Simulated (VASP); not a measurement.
Set up this calculation in VASP 6.6.1, as the native input.

```
Task                   : single point
Functional             : PBE
Potentials or basis    : VASP PAW PBE potentials, release 64 (Pm)
Cutoff                 : 520 eV
k mesh                 : 12 × 12 × 12
Occupations            : fermi-dirac, width 0.136057 eV
Spin                   : no spin polarisation
Dipole correction      : no
Further INCAR settings : ALGO = Normal; EDIFF = 1e-06; NBANDS = 14
```

The structure of Pm lies in POSCAR:

```
Pm
1.0
    0.0000000000      2.3235142934      2.3235142934
    2.3235142934      0.0000000000      2.3235142934
    2.3235142934      2.3235142934      0.0000000000
Pm
1
Direct
    0.0000000000      0.0000000000      0.0000000000
```

One way to write it, as run:

INCAR

```
SYSTEM = Pm
ALGO = Normal
EDIFF = 1E-6
ENCUT = 520
GGA = PE
ISIF = 2
ISMEAR = -1
LASPH = .True.
LCHARG = .False.
LREAL = .False.
LWAVE = .False.
NBANDS = 14
NELM = 100
PREC = Accurate
SIGMA = 0.13605693000000002
```

KPOINTS

```
k-points
0
Gamma
  12 12 12
  0 0 0
```

Potentials or basis: VASP PAW PBE potentials, release 64 (Pm).

Run with:

```sh
$ cat potpaw_PBE.64/Pm/POTCAR > POTCAR
$ mpirun -np 1 vasp_std > vasp.out
```

It gave:

```json
{"Pressure": "0.2 GPa"}
```

Run time: 25 s on 1 thread of AMD EPYC 7R13 Processor (Zen 3) (shared host), peak memory 0.13 GiB.
